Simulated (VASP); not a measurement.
# TiC (P4mm) in VASP: single point with PBE

Aim: the single point of TiC with PBE.

Everything below comes from runs of VASP 6.6.1. Logs are shortened: lines on timing, memory, paths and dates and some standing lists are left out, and cuts for length are marked.

## (1) The cell of the first run

The structure is tetragonal, space group P4mm (No. 99). Conventional cell: a = 4.333 Å, b = 4.333 Å, c = 4.333 Å, α = 90.00°, β = 90.00°, γ = 90.00°. Within 2.6 Å of Ti (site symmetry 4mm) lie 6 C at 2.00 to 2.33 Å. Ti (site symmetry 2mm) has 6 C at 2.17 Å and 12 Ti at 2.95 to 3.18 Å within 3.2 Å. Ti (site symmetry 4mm) has 6 C at 2.17 Å within 2.9 Å. Within 2.6 Å of C (site symmetry 4mm) lie 6 Ti at 2.00 to 2.33 Å. Within 2.9 Å of C (site symmetry 2mm) lie 6 Ti at 2.17 Å. C (site symmetry 4mm) has 6 Ti at 2.17 Å within 2.9 Å.

## (2) Single point, PBE (atom 1 (Ti) moved +0.167 Å along Cartesian [1 0 0])

File INCAR:

```
PREC = Accurate
ENCUT = 520
EDIFF = 1E-6
ISMEAR = 0
SIGMA = 0.15
LREAL = False
LASPH = True
NELM = 100
ALGO = Normal
ISIF = 2
LWAVE = False
LCHARG = True
GGA = PE
LELF = True
LVHAR = True
NBANDS = 42
```

File KPOINTS:

```
regular mesh
0
Gamma
  14 14 14
```

File POSCAR:

```
TiC
1.0
    4.3329230482      0.0000000000      0.0000000000
    0.0000000000     -4.3329230482      0.0000000000
    0.0000000000      0.0000000000     -4.3329230482
Ti C
4 4
Direct
    0.0384728734      1.0000000000      1.0000000000
    0.5000000000      0.5000000000      1.0000000000
    0.5000000000      1.0000000000      0.5000000000
    0.0000000000      0.5000000000      0.5000000000
    0.5000000000      0.0000000000      0.0000000000
    0.0000000000      0.5000000000      0.0000000000
    0.0000000000      0.0000000000      0.5000000000
    0.5000000000      0.5000000000      0.5000000000
```

Potentials or basis: VASP PAW PBE potentials, release 64 (Ti_sv, C).

On the command line:

```bash
$ cat potpaw_PBE.64/Ti_sv/POTCAR potpaw_PBE.64/C/POTCAR > POTCAR
$ mpirun -np 1 vasp_std > vasp.out
```

OUTCAR:

```text
PREC = Accurate
   ENCUT = 520
   EDIFF = 1E-6
   ISMEAR = 0
   LREAL = False
   LASPH = True
   NELM = 100
   ISIF = 2
   GGA = PE

 ion  position               nearest neighbor table
   1  0.038  0.000  0.000-   5 2.00   6 2.17   7 2.17   7 2.17   6 2.17   5 2.33
   2  0.500  0.500  0.000-   5 2.17   6 2.17   8 2.17   8 2.17   5 2.17   6 2.17
   3  0.500  0.000  0.500-   5 2.17   7 2.17   8 2.17   5 2.17   8 2.17   7 2.17
   4  0.000  0.500  0.500-   6 2.17   7 2.17   8 2.17   6 2.17   7 2.17   8 2.17
   5  0.500  0.000  0.000-   1 2.00   2 2.17   3 2.17   3 2.17   2 2.17   1 2.33
   6  0.000  0.500  0.000-   2 2.17   4 2.17   4 2.17   2 2.17   1 2.17   1 2.17
   7  0.000  0.000  0.500-   3 2.17   4 2.17   4 2.17   3 2.17   1 2.17   1 2.17
   8  0.500  0.500  0.500-   2 2.17   3 2.17   4 2.17   2 2.17   3 2.17   4 2.17

  LATTYP: Found a simple cubic cell.
 ALAT       =     4.3329230482

  Lattice vectors:

 A1 = (   4.3329230482,   0.0000000000,   0.0000000000)
 A2 = (   0.0000000000,  -4.3329230482,   0.0000000000)
 A3 = (   0.0000000000,   0.0000000000,  -4.3329230482)

Analysis of symmetry for initial positions (statically):
=====================================================================
 Subroutine PRICEL returns:
 Original cell was already a primitive cell.

 Routine SETGRP: Setting up the symmetry group for a
 simple cubic supercell.

 Subroutine GETGRP returns: Found  8 space group operations
 (whereof  8 operations were pure point group operations)
 out of a pool of 48 trial point group operations.

The static configuration has the point symmetry C_4v.

Analysis of symmetry for dynamics (positions and initial velocities):
=====================================================================
 Subroutine PRICEL returns:
 Original cell was already a primitive cell.

 Routine SETGRP: Setting up the symmetry group for a
 simple cubic supercell.

 Subroutine GETGRP returns: Found  8 space group operations
 (whereof  8 operations were pure point group operations)
 out of a pool of 48 trial point group operations.

The dynamic configuration has the point symmetry C_4v.

 Subroutine INISYM returns: Found  8 space group operations
 (whereof  8 operations are pure point group operations),
 and found     1 'primitive' translations

----------------------------------------------------------------------------------------

                                     Primitive cell

  volume of cell :      81.3473

  direct lattice vectors                    reciprocal lattice vectors
     4.332923048  0.000000000  0.000000000     0.230791082  0.000000000  0.000000000
     0.000000000 -4.332923048  0.000000000     0.000000000 -0.230791082  0.000000000
     0.000000000  0.000000000 -4.332923048     0.000000000  0.000000000 -0.230791082

  length of vectors
     4.332923048  4.332923048  4.332923048     0.230791082  0.230791082  0.230791082

  position of ions in fractional coordinates (direct lattice)
     0.038472873  0.000000000  0.000000000
     0.500000000  0.500000000  0.000000000
     0.500000000  0.000000000  0.500000000
     0.000000000  0.500000000  0.500000000
     0.500000000  0.000000000  0.000000000
     0.000000000  0.500000000  0.000000000
     0.000000000  0.000000000  0.500000000
     0.500000000  0.500000000  0.500000000

  ion indices of the primitive-cell ions
   primitive index   ion index
                 1           1
                 2           2
                 3           3
                 4           4
                 5           5
                 6           6
                 7           7
                 8           8

----------------------------------------------------------------------------------------

 KPOINTS: regular mesh

Automatic generation of k-mesh.
 Grid dimensions read from file:
 generate k-points for:   14   14   14

 Generating k-lattice:

  Cartesian coordinates                     Fractional coordinates (reciprocal lattice)
     0.016485077  0.000000000  0.000000000     0.071428571  0.000000000  0.000000000
     0.000000000 -0.016485077  0.000000000     0.000000000  0.071428571  0.000000000
     0.000000000  0.000000000 -0.016485077     0.000000000  0.000000000  0.071428571

  Length of vectors
     0.016485077  0.016485077  0.016485077

  Shift w.r.t. Gamma in fractional coordinates (k-lattice)
     0.000000000  0.000000000  0.000000000

 Subroutine IBZKPT returns following result:
 ===========================================

 Found    288 irreducible k-points:

 Following reciprocal coordinates:
            Coordinates               Weight
  0.000000  0.000000  0.000000      1.000000
  0.071429  0.000000  0.000000      2.000000
  0.000000  0.071429  0.000000      4.000000
  0.142857  0.000000  0.000000      2.000000
  0.000000  0.142857  0.000000      4.000000
  0.214286  0.000000  0.000000      2.000000
[... 16 lines left out ...]
  0.071429  0.000000  0.214286      8.000000
  0.285714  0.071429  0.000000      8.000000
 [... further k-points ...]
   k-points           NKPTS =    288   k-points in BZ     NKDIM =    288   number of bands    NBANDS=     42
   number of dos      NEDOS =    301   number of ions     NIONS =      8
   total plane-waves  NPLWV =  32768
   dimension x,y,z NGX =    32 NGY =   32 NGZ =   32
   dimension x,y,z NGXF=    64 NGYF=   64 NGZF=   64
   ions per type =               4   4
   NGX,Y,Z   is equivalent  to a cutoff of  12.28, 12.28, 12.28 a.u.
   NGXF,Y,Z  is equivalent  to a cutoff of  24.56, 24.56, 24.56 a.u.
 SYSTEM =  unknown system
   PREC   = accura    normal or accurate (medium, high low for compatibility)
   ISTART =      0    job   : 0-new  1-cont  2-samecut
   ICHARG =      2    charge: 1-file 2-atom 10-const
   ISPIN  =      1    spin polarized calculation?
   LNONCOLLINEAR =      F non collinear calculations
   LSORBIT =      F    spin-orbit coupling
   LASPH  =      T    aspherical Exc in radial PAW
   ENCUT  =  520.0 eV  38.22 Ry    6.18 a.u.   8.06  8.06  8.06*2*pi/ulx,y,z
   NELM   =    100;   NELMIN=  2; NELMDL= -5     # of ELM steps
   EDIFF  = 0.1E-05   stopping-criterion for ELM
   LREAL  =      F    real-space projection
   EDIFFG = 0.1E-04   stopping-criterion for IOM
   NSW    =      0    number of steps for IOM
   IBRION =     -1    ionic relax: 0-MD 1-quasi-New 2-CG
   NFREE  =      0    steps in history (QN), initial steepest desc. (CG)
   ISIF   =      2    stress and relaxation
   ISYM   =      2    0-nonsym 1-usesym 2-fastsym
   POTIM  = 0.5000    time-step for ionic-motion
   TEBEG  =    0.0;   TEEND  =   0.0 temperature during run
   PSTRESS=    0.0 pullay stress
   NELECT =      64.0000    total number of electrons
   NUPDOWN=      -1.0000    fix difference up-down
   EMIN   =  10.00;   EMAX   =-10.00  energy-range for DOS
   EFERMI =   0.00;   METHOD = LEGACY
   ISMEAR =     0;   SIGMA  =   0.15  broadening in eV -4-tet -1-fermi 0-gaus
   EFERMI_NEDOS =   21; number of points for ismear=-14 and -15
   IALGO  =     38    algorithm
   IMIX   =      4    mixing-type and parameters
     AMIX     =   0.40;   BMIX     =  1.00
     AMIX_MAG =   1.60;   BMIX_MAG =  1.00
  volume/ion in A,a.u.               =      10.17        68.62
  Fermi-wavevector in a.u.,A,eV,Ry     =   1.511311  2.855964 31.076536  2.284061
  Thomas-Fermi vector in A             =   2.621385
   LORBIT       =      0    0 simple, 1 ext, 2 COOP (PROOUT), +10 PAW based schemes
   GGA     = PE    functional components
   LHFCALC =     F    Hartree Fock is set to
   AEXX    =    0.0000 exact exchange contribution
   IVDW    =     0    specifies the selected vdW correction
   LEPSILON=     F    determine dielectric tensor
   LRPA    =     F    only Hartree local field effects (RPA)
 non-spin polarized calculation
 Gauss-broadening in eV      SIGMA  =   0.15
  energy-cutoff  :      520.00
  volume of cell :       81.35
 maximum number of plane-waves:      2272
   NGX = 17   NGY = 17   NGZ = 17

 number of electron      64.0000026 magnetization

 Free energy of the ion-electron system (eV)
  ---------------------------------------------------
  ext. energy  EPLUGINS =         0.00000000
  ---------------------------------------------------
  free energy    TOTEN  =       -74.62719808 eV

  energy without entropy =      -74.61400811  energy(sigma->0) =      -74.62060310

 E-fermi :   9.3875     XC(G=0): -12.6871

 val. band max:        9.3867285918   @ k =   0.2143   0.0000   0.0000
 cond. band min:       9.3901336869   @ k =   0.2857   0.0714   0.0714
 fundamental gap:      0.0034050951
 Fermi energy:         9.3875048455

 k-point     1 :       0.0000    0.0000    0.0000
  band No.  band energies     occupation
      1     -47.2004      2.00000
      2     -47.1235      2.00000
      3     -47.0888      2.00000
      4     -47.0538      2.00000
      5     -23.6597      2.00000
      6     -23.6597      2.00000
[... 34 lines left out ...]
     41      12.0892      0.00000
     42      12.1790      0.00000

 k-point     2 :       0.0714    0.0000    0.0000
  band No.  band energies     occupation
      1     -47.1994      2.00000
      2     -47.1235      2.00000
      3     -47.0897      2.00000
      4     -47.0539      2.00000
      5     -23.6566      2.00000
      6     -23.6566      2.00000
[... 34 lines left out ...]
     41      12.0991      0.00000
     42      12.3341      0.00000

 k-point     3 :       0.0000    0.0714    0.0000
  band No.  band energies     occupation
      1     -47.1992      2.00000
      2     -47.1242      2.00000
      3     -47.0889      2.00000
      4     -47.0543      2.00000
      5     -23.6564      2.00000
      6     -23.6550      2.00000
[... 34 lines left out ...]
     41      12.1610      0.00000
     42      12.3370      0.00000

 k-point     4 :       0.1429    0.0000    0.0000
  band No.  band energies     occupation
      1     -47.1965      2.00000
      2     -47.1235      2.00000
      3     -47.0923      2.00000
      4     -47.0542      2.00000
      5     -23.6475      2.00000
      6     -23.6475      2.00000
[... 844 lines left out ...]
     41      12.8009      0.00000
     42      12.8984      0.00000

 k-point    23 :       0.0714    0.0000    0.2143
  band No.  band energies     occupation
      1     -47.1897      2.00000
      2     -47.1293      2.00000
      3     -47.0902      2.00000
      4     -47.0574      2.00000
      5     -23.6282      2.00000
      6     -23.6215      2.00000
[... 34 lines left out ...]
     41      12.8192      0.00000
     42      12.8270      0.00000

 k-point    24 :       0.2857    0.0714    0.0000
  band No.  band energies     occupation
      1     -47.1857      2.00000
      2     -47.1241      2.00000
      3     -47.1013      2.00000
      4     -47.0555      2.00000
      5     -23.6133      2.00000
      6     -23.6112      2.00000
[... 34 lines left out ...]
     41      12.8240      0.00000
     42      12.9482      0.00000

 [... further k-points ...]
[... 5 lines left out ...]
  --------------------------------------------------------------------------------------
  -------------------------------------------------------------------------------------
  Total        1.3655741      0.4782395      0.4782395      0.0000000     -0.0000000     -0.0000000
  in kB       26.8957040      9.4191803      9.4191803      0.0000000     -0.0000000     -0.0000000
  external PRESSURE =      15.2446882 kB  Pullay stress =       0.0000000 kB

 VOLUME and BASIS-vectors are now :
 -----------------------------------------------------------------------------
  energy-cutoff  :      520.00
  volume of cell :       81.35
      direct lattice vectors                 reciprocal lattice vectors
     4.332923048  0.000000000  0.000000000     0.230791082  0.000000000  0.000000000
     0.000000000 -4.332923048  0.000000000     0.000000000 -0.230791082  0.000000000
     0.000000000  0.000000000 -4.332923048     0.000000000  0.000000000 -0.230791082

 POSITION                                       TOTAL-FORCE (eV/Angst)
 -----------------------------------------------------------------------------------
      0.16670      0.00000      0.00000        -2.687398      0.000000     -0.000000
      2.16646     -2.16646      0.00000         0.543605      0.000000      0.000000
      2.16646      0.00000     -2.16646         0.543605      0.000000      0.000000
      0.00000     -2.16646     -2.16646        -0.079953      0.000000      0.000000
      2.16646      0.00000      0.00000         0.677134      0.000000      0.000000
      0.00000     -2.16646      0.00000         0.376370      0.000000      0.000000
      0.00000      0.00000     -2.16646         0.376370      0.000000      0.000000
      2.16646     -2.16646     -2.16646         0.250267      0.000000      0.000000
 -----------------------------------------------------------------------------------
    total drift:                                0.000089      0.000000     -0.000001

  FREE ENERGIE OF THE ION-ELECTRON SYSTEM (eV)
  ---------------------------------------------------
  free  energy   TOTEN  =       -74.6271980806 eV

  energy  without entropy=      -74.6140081122  energy(sigma->0) =      -74.62060310
```

It took 21 min on 1 thread of Intel Xeon 8259CL, shared host; peak memory 0.75 GiB.

Results:

* Free energy: -74.6272 eV
* Pressure: 1.5 GPa
* Largest force: 2.687 eV/Å
* Band gap on the k mesh: zero (bands 32 and 33 overlap by 0.71 eV)

Forces on the atoms (eV/Å):
```
Ti  -2.687  0.000  0.000
Ti   0.544  0.000  0.000
Ti   0.544  0.000  0.000
Ti  -0.080  0.000  0.000
C    0.677  0.000  0.000
C    0.376  0.000  0.000
C    0.376  0.000  0.000
C    0.250  0.000  0.000
```

Caveat: the cell differs from its parent crystal (atom 1 (Ti) moved +0.167 Å along Cartesian [1 0 0]); forces of over 1 eV/Å act on the atoms, so gaps and moduli don't describe the material at rest.
